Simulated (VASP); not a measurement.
# Mg (I4/mmm) in VASP: notebook

Mg is run at these levels: PBE+D3(BJ), PBE+D4; tasks: relaxation of cell and atoms.

Program: VASP 6.6.1. These are calculated values, not measurements. Logs are shortened: lines on timing, memory, paths and dates and some standing lists are left out, and cuts for length are marked.

**1. The cell of the first run**

It takes space group I4/mmm (No. 139, tetragonal). Conventional cell: a = 3.672 Å, b = 3.672 Å, c = 3.359 Å, α = 90.00°, β = 90.00°, γ = 90.00°. Within 4.1 Å of Mg (site symmetry 4/mmm) lie 14 Mg at 3.09 to 3.67 Å.

**2. Relaxation of cell and atoms, PBE+D3(BJ)**

Input file INCAR:

```
ALGO = Normal
EDIFF = 1E-7
EDIFFG = -0.01
ENCUT = 600
GGA = PE
IBRION = 2
ISIF = 3
ISMEAR = -1
IVDW = 12
LASPH = T
LCHARG = F
LREAL = F
LWAVE = F
NELM = 60
NSW = 60
PREC = Accurate
SIGMA = 0.05
```

Input file KPOINTS:

```
k-points
0
Gamma
  11 11 11
```

Input file POSCAR:

```
Mg
1.0
   -1.8359916300      1.8359916300      1.6794040200
    1.8359916300     -1.8359916300      1.6794040200
    1.8359916300      1.8359916300     -1.6794040200
Mg
1
Direct
    0.0000000000      0.0000000000      0.0000000000
```

Potentials or basis: VASP PAW PBE potentials, release 64 (Mg).

Launch:

```bash
$ cat potpaw_PBE.64/Mg/POTCAR > POTCAR
$ mpirun -np 1 vasp_std > vasp.out
```

OUTCAR:

```text
EDIFF = 1E-7
   EDIFFG = -0.01
   ENCUT = 600
   GGA = PE
   IBRION = 2
   ISIF = 3
   ISMEAR = -1
   IVDW = 12
   LASPH = T
   LREAL = F
   NELM = 60
   NSW = 60
   PREC = Accurate
 IVDW          = 12

 ion  position               nearest neighbor table
   1  0.000  0.000  0.000-

  LATTYP: Found a body centered tetragonal cell.
 ALAT       =     3.6719832600
 C/A-ratio  =     0.9147122419

  Lattice vectors:

 A1 = (  -1.8359916300,   1.8359916300,   1.6794040200)
 A2 = (   1.8359916300,  -1.8359916300,   1.6794040200)
 A3 = (   1.8359916300,   1.8359916300,  -1.6794040200)

Analysis of symmetry for initial positions (statically):
=====================================================================
 Subroutine PRICEL returns:
 Original cell was already a primitive cell.

 Routine SETGRP: Setting up the symmetry group for a
 body centered tetragonal supercell.

 Subroutine GETGRP returns: Found 16 space group operations
 (whereof 16 operations were pure point group operations)
 out of a pool of 16 trial point group operations.

The static configuration has the point symmetry D_4h.

Analysis of symmetry for dynamics (positions and initial velocities):
=====================================================================
 Subroutine PRICEL returns:
 Original cell was already a primitive cell.

 Routine SETGRP: Setting up the symmetry group for a
 body centered tetragonal supercell.

 Subroutine GETGRP returns: Found 16 space group operations
 (whereof 16 operations were pure point group operations)
 out of a pool of 16 trial point group operations.

The dynamic configuration has the point symmetry D_4h.

 Subroutine INISYM returns: Found 16 space group operations
 (whereof 16 operations are pure point group operations),
 and found     1 'primitive' translations

----------------------------------------------------------------------------------------

                                     Primitive cell

  volume of cell :      22.6442

  direct lattice vectors                    reciprocal lattice vectors
    -1.835991630  1.835991630  1.679404020     0.000000000  0.272332396  0.297724665
     1.835991630 -1.835991630  1.679404020     0.272332396  0.000000000  0.297724665
     1.835991630  1.835991630 -1.679404020     0.272332396  0.272332396  0.000000000

  length of vectors
     3.092269133  3.092269133  3.092269133     0.403490905  0.403490905  0.385136168

  position of ions in fractional coordinates (direct lattice)
     0.000000000  0.000000000  0.000000000

  ion indices of the primitive-cell ions
   primitive index   ion index
                 1           1

----------------------------------------------------------------------------------------

 KPOINTS: k-points

Automatic generation of k-mesh.
 Grid dimensions read from file:
 generate k-points for:   11   11   11

 Generating k-lattice:

  Cartesian coordinates                     Fractional coordinates (reciprocal lattice)
     0.000000000  0.024757491  0.027065879     0.090909091  0.000000000  0.000000000
     0.024757491  0.000000000  0.027065879     0.000000000  0.090909091  0.000000000
     0.024757491  0.024757491  0.000000000     0.000000000  0.000000000  0.090909091

  Length of vectors
     0.036680991  0.036680991  0.035012379

  Shift w.r.t. Gamma in fractional coordinates (k-lattice)
     0.000000000  0.000000000  0.000000000

 Subroutine IBZKPT returns following result:
 ===========================================

 Found    126 irreducible k-points:

 Following reciprocal coordinates:
            Coordinates               Weight
  0.000000  0.000000  0.000000      1.000000
  0.090909 -0.000000  0.000000      8.000000
  0.181818  0.000000 -0.000000      8.000000
  0.272727  0.000000  0.000000      8.000000
  0.363636 -0.000000  0.000000      8.000000
  0.454545  0.000000 -0.000000      8.000000
[... 16 lines left out ...]
 -0.272727  0.181818 -0.000000     16.000000
 -0.181818  0.181818  0.000000      4.000000
 [... further k-points ...]
   k-points           NKPTS =    126   k-points in BZ     NKDIM =    126   number of bands    NBANDS=      5
   number of dos      NEDOS =    301   number of ions     NIONS =      1
   total plane-waves  NPLWV =  21952
   dimension x,y,z NGX =    28 NGY =   28 NGZ =   28
   dimension x,y,z NGXF=    56 NGYF=   56 NGZF=   56
   ions per type =               1
   NGX,Y,Z   is equivalent  to a cutoff of  15.05, 15.05, 15.05 a.u.
   NGXF,Y,Z  is equivalent  to a cutoff of  30.11, 30.11, 30.11 a.u.
 SYSTEM =  unknown system
   PREC   = accura    normal or accurate (medium, high low for compatibility)
   ISTART =      0    job   : 0-new  1-cont  2-samecut
   ICHARG =      2    charge: 1-file 2-atom 10-const
   ISPIN  =      1    spin polarized calculation?
   LNONCOLLINEAR =      F non collinear calculations
   LSORBIT =      F    spin-orbit coupling
   LASPH  =      T    aspherical Exc in radial PAW
   ENCUT  =  600.0 eV  44.10 Ry    6.64 a.u.   6.18  6.18  6.18*2*pi/ulx,y,z
   NELM   =     60;   NELMIN=  2; NELMDL= -5     # of ELM steps
   EDIFF  = 0.1E-06   stopping-criterion for ELM
   LREAL  =      F    real-space projection
   EDIFFG = -.1E-01   stopping-criterion for IOM
   NSW    =     60    number of steps for IOM
   IBRION =      2    ionic relax: 0-MD 1-quasi-New 2-CG
   NFREE  =      1    steps in history (QN), initial steepest desc. (CG)
   ISIF   =      3    stress and relaxation
   ISYM   =      2    0-nonsym 1-usesym 2-fastsym
   POTIM  = 0.5000    time-step for ionic-motion
   TEBEG  =    0.0;   TEEND  =   0.0 temperature during run
   PSTRESS=    0.0 pullay stress
   NELECT =       2.0000    total number of electrons
   NUPDOWN=      -1.0000    fix difference up-down
   EMIN   =  10.00;   EMAX   =-10.00  energy-range for DOS
   EFERMI =   0.00;   METHOD = LEGACY
   ISMEAR =    -1;   SIGMA  =   0.05  broadening in eV -4-tet -1-fermi 0-gaus
   EFERMI_NEDOS =   21; number of points for ismear=-14 and -15
   IALGO  =     38    algorithm
   IMIX   =      4    mixing-type and parameters
     AMIX     =   0.40;   BMIX     =  1.00
     AMIX_MAG =   1.60;   BMIX_MAG =  1.00
  volume/ion in A,a.u.               =      22.64       152.81
  Fermi-wavevector in a.u.,A,eV,Ry     =   0.729065  1.377732  7.231974  0.531535
  Thomas-Fermi vector in A             =   1.820694
   LORBIT       =      0    0 simple, 1 ext, 2 COOP (PROOUT), +10 PAW based schemes
   GGA     = PE    functional components
   LHFCALC =     F    Hartree Fock is set to
   AEXX    =    0.0000 exact exchange contribution
   IVDW    =    12    specifies the selected vdW correction
   LEPSILON=     F    determine dielectric tensor
   LRPA    =     F    only Hartree local field effects (RPA)
 conjugate gradient relaxation of ions
 non-spin polarized calculation
  energy-cutoff  :      600.00
  volume of cell :       22.64
 maximum number of plane-waves:       782
 NGX is ok and might be reduce to    28
   NGX = 13   NGY = 13   NGZ = 13

--------------------------------------- Ionic step        1  -------------------------------------------

 number of electron       2.0000000 magnetization

 Free energy of the ion-electron system (eV)
  ---------------------------------------------------
  ext. energy  EPLUGINS =         0.00000000
  ---------------------------------------------------
  free energy    TOTEN  =        -1.47998760 eV

  energy without entropy =       -1.47651098  energy(sigma->0) =       -1.47824929

------------------------ aborting loop because EDIFF is reached ----------------------------------------

 Edisp (eV)   -0.28756

 E8    (eV) :    -0.1261

  FORCE on cell =-STRESS in cart. coord.  units (eV):
  Direction    XX          YY          ZZ          XY          YZ          ZX
  --------------------------------------------------------------------------------------
  -------------------------------------------------------------------------------------
  Total      -0.23660    -0.23660    -0.19183     0.00000    -0.00000     0.00000
  in kB     -16.74033   -16.74033   -13.57297     0.00000    -0.00000     0.00000
  external pressure =      -15.68 kB  Pullay stress =        0.00 kB
[... 94 lines left out ...]
  FREE ENERGIE OF THE ION-ELECTRON SYSTEM (eV)
  ---------------------------------------------------
  free  energy   TOTEN  =        -1.7726004352 eV

  energy  without entropy=       -1.7691633588  energy(sigma->0) =       -1.77088190

[... ionic steps 4 to 7 ...]

--------------------------------------- Ionic step        8  -------------------------------------------

 number of electron       2.0000000 magnetization

------------------------ aborting loop because EDIFF is reached ----------------------------------------

 Edisp (eV)   -0.30869

 E8    (eV) :    -0.1351
[... 67 lines left out ...]
  energy  without entropy=       -1.7741650855  energy(sigma->0) =       -1.77539870

--------------------------------------- Ionic step       10  -------------------------------------------

 number of electron       2.0000000 magnetization

 Free energy of the ion-electron system (eV)
  ---------------------------------------------------
  ext. energy  EPLUGINS =         0.00000000
  ---------------------------------------------------
  free energy    TOTEN  =        -1.47462612 eV

  energy without entropy =       -1.47216355  energy(sigma->0) =       -1.47339484

 E-fermi :   3.0144     XC(G=0):  -8.6969

 val. band max:        2.9857144931   @ k =   0.3636   0.3636   0.0909
 cond. band min:       3.0975379862   @ k =  -0.0909   0.4545   0.0909
 fundamental gap:      0.1118234931
 Fermi energy:         3.0143946511

 k-point     1 :       0.0000    0.0000    0.0000
  band No.  band energies     occupation
      1      -4.2316      2.00000
      2      16.4519      0.00000
      3      16.4519      0.00000
      4      16.4618      0.00000
      5      18.5435      0.00000

 k-point     2 :       0.0909   -0.0000    0.0000
  band No.  band energies     occupation
      1      -4.0286      2.00000
      2      14.4025      0.00000
      3      15.5514      0.00000
      4      15.7159      0.00000
      5      17.1551      0.00000
[... 169 lines left out ...]
 k-point    24 :      -0.1818    0.1818    0.0000
  band No.  band energies     occupation
      1      -3.4219      2.00000
      2      11.1686      0.00000
      3      14.1798      0.00000
      4      14.6280      0.00000
      5      15.7604      0.00000

 [... further k-points ...]

------------------------ aborting loop because EDIFF is reached ----------------------------------------

 Edisp (eV)   -0.30240

 E8    (eV) :    -0.1324

  FORCE on cell =-STRESS in cart. coord.  units (eV):
  Direction    XX          YY          ZZ          XY          YZ          ZX
  --------------------------------------------------------------------------------------
  -------------------------------------------------------------------------------------
  Total       0.00737     0.00737     0.00620    -0.00000    -0.00000    -0.00000
  in kB       0.54863     0.54863     0.46182    -0.00000    -0.00000    -0.00000
  external pressure =        0.52 kB  Pullay stress =        0.00 kB
[... 16 lines left out ...]
  FREE ENERGIE OF THE ION-ELECTRON SYSTEM (eV)
  ---------------------------------------------------
  free  energy   TOTEN  =        -1.7770217536 eV

  energy  without entropy=       -1.7745591829  energy(sigma->0) =       -1.77579047

 reached required accuracy - stopping structural energy minimisation
```

It took 75 s on 1 thread of AMD EPYC 7R13 (Zen 3), shared host; peak memory 0.15 GiB.

What came out:

* Free energy: -1.7770 eV
* Relaxed volume: 21.52 Å³/atom
* Relaxed cell: a = 3.035 Å, b = 3.035 Å, c = 3.035 Å, α = 109.48°, β = 109.48°, γ = 109.45°
* Space group after relaxing (to 0.05 Å): Im-3m (No. 229)
* Energy gained by relaxing: 9.5 meV/atom
* Ionic steps: 10
* Pressure after relaxing: 0.1 GPa
* Band gap on the k mesh: zero (band 1 reaches 5.31 eV, above the bottom of band 2 at 2.24 eV)
* Dispersion energy per atom: -0.302 eV

Step by step:
| step | energy change (eV) | largest force (eV/Å) | pressure (GPa) | volume (Å³) |
| --- | --- | --- | --- | --- |
| 1 | 0.0000 | 0.0000 | -1.57 | 22.64 |
| 2 | -0.0047 | 0.0000 | -0.43 | 21.93 |
| 3 | -0.0051 | 0.0000 | 0.01 | 21.67 |
| 4 | -0.0051 | 0.0000 | 0.05 | 21.65 |
| 5 | -0.0055 | 0.0000 | 0.06 | 21.63 |
| 6 | -0.0068 | 0.0000 | 0.11 | 21.56 |
| 7 | -0.0086 | 0.0000 | 0.28 | 21.42 |
| 8 | -0.0072 | 0.0000 | 0.95 | 21.08 |
| 9 | -0.0091 | 0.0000 | 0.46 | 21.31 |
| 10 | -0.0095 | 0.0000 | 0.05 | 21.52 |

Final structure:
```yaml
crystal:
  lattice:
    - [-1.75201, 1.75201, 1.75285]
    - [1.75201, -1.75201, 1.75285]
    - [1.75201, 1.75201, -1.75285]
  atoms:
    - { symbol: Mg, position: [0.00000, 0.00000, 0.00000] }
```

Caveat: pairwise dispersion overbinds metals, which lowers pressure and volume.

**3. Relaxation of cell and atoms, PBE+D4**

Input file INCAR:

```
  PREC = Accurate
  ENCUT = 600
  EDIFF = 1E-6
  ISMEAR = -1
  SIGMA = 0.05
  LREAL = False
  LASPH = True
  NELM = 80
  ALGO = Normal
  ISIF = 3
  LWAVE = False
  LCHARG = False
  GGA = PE
  IVDW = 13
  IBRION = 2
  NSW = 60
  EDIFFG = -0.01
```

Input file KPOINTS:

```
Automatic mesh
0
Gamma
  11 11 11
```

POSCAR is that of step 2.

Potentials or basis: VASP PAW PBE potentials, release 64 (Mg).

Launch:

```bash
$ cat potpaw_PBE.64/Mg/POTCAR > POTCAR
$ mpirun -np 1 vasp_std > vasp.out
```

Wall time 99 s (1 thread of AMD EPYC 7R13 (Zen 3), shared host); peak memory 0.14 GiB.

It converged, with:

| Item | Value |
| --- | --- |
| Free energy | -1.6494 eV |
| Relaxed volume | 22.26 Å³/atom |
| Relaxed cell | a = 3.069 Å, b = 3.069 Å, c = 3.069 Å, α = 109.43°, β = 109.43°, γ = 109.56° |
| Space group after relaxing (to 0.05 Å) | Im-3m (No. 229) |
| Energy gained by relaxing | 4.5 meV/atom |
| Ionic steps | 20 |
| Pressure after relaxing | 0.0 GPa |
| Band gap on the k mesh | zero (band 1 reaches 5.11 eV, above the bottom of band 2 at 2.04 eV) |
| Dispersion energy per atom | -0.168 eV |

The path:
| step | energy change (eV) | largest force (eV/Å) | pressure (GPa) | volume (Å³) |
| --- | --- | --- | --- | --- |
| 1 | 0.0000 | 0.0000 | -0.66 | 22.64 |
| 2 | -0.0008 | 0.0000 | 0.72 | 22.34 |
| 3 | -0.0008 | 0.0000 | -0.27 | 22.40 |
| 4 | -0.0008 | 0.0000 | -0.22 | 22.38 |
| 5 | -0.0008 | 0.0000 | -0.06 | 22.36 |
| 6 | -0.0008 | 0.0000 | 0.17 | 22.35 |
| 7 | -0.0009 | 0.0000 | -0.34 | 22.43 |
| 8 | -0.0009 | 0.0000 | -0.35 | 22.43 |
| 9 | -0.0010 | 0.0000 | -0.36 | 22.43 |
| 10 | -0.0013 | 0.0000 | -0.38 | 22.43 |
| 11 | -0.0019 | 0.0000 | -0.42 | 22.43 |
| 12 | -0.0030 | 0.0000 | -0.47 | 22.42 |
| 13 | -0.0042 | 0.0000 | -0.48 | 22.38 |
| 14 | 0.0858 | 0.0000 | 0.74 | 22.02 |
| 15 | -0.0043 | 0.0000 | 2.39 | 22.23 |
| 16 | -0.0043 | 0.0000 | -0.44 | 22.35 |
| 17 | -0.0044 | 0.0000 | -0.33 | 22.29 |
| 18 | -0.0044 | 0.0000 | -0.13 | 22.26 |
| 19 | -0.0044 | 0.0000 | 0.39 | 22.25 |
| 20 | -0.0045 | 0.0000 | -0.05 | 22.26 |

Final structure:
```xyz
1
Lattice="-1.7731 1.7731 1.7701 1.7731 -1.7731 1.7701 1.7731 1.7731 -1.7701" Properties=species:S:1:pos:R:3 pbc="T T T"
Mg    0.0000    0.0000    0.0000
```

Levels at points of the mesh, in eV from the Fermi level:
| k point | band 1 | band 2 | band 3 | band 4 | band 5 |
| --- | --- | --- | --- | --- | --- |
| (0.00, 0.00, 0.00) | -7.08 | 13.20 | 13.23 | 13.23 | 15.25 |

Caveat: pairwise dispersion overbinds metals, which lowers pressure and volume.
